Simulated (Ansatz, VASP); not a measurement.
**Ba in VASP and in Ansatz**

```
Ba
1.0
    -2.50208    2.50208    2.50208
     2.50208   -2.50208    2.50208
     2.50208    2.50208   -2.50208
Ba
1
Direct
  0.00000 0.00000 0.00000
```

Alike in both runs: task single point; functional PBEsol; k mesh 15 × 15 × 15; occupations fermi-dirac, width 0.1 eV; no spin polarisation.

|  | VASP | Ansatz |
| --- | --- | --- |
| version | VASP 6.6.1 | Ansatz 0.2.0 |
| potentials or method | VASP PAW PBE potentials, release 64 (Ba_sv), cutoff 520 eV | plane waves (420 eV) with PAW, scalar-relativistic |
| valence electrons in the cell | 10 | 10 |

|  | VASP | Ansatz | Ansatz less VASP |
| --- | --- | --- | --- |
| pressure (GPa) | -0.6 | -0.6 | -0.05 |

VASP's potentials were made for PBE, not for PBEsol, and Ansatz warns of the same on its side. The functional is the same, so the differences come from potentials, cutoffs and numerics.

Neither program's run includes spin-orbit coupling.
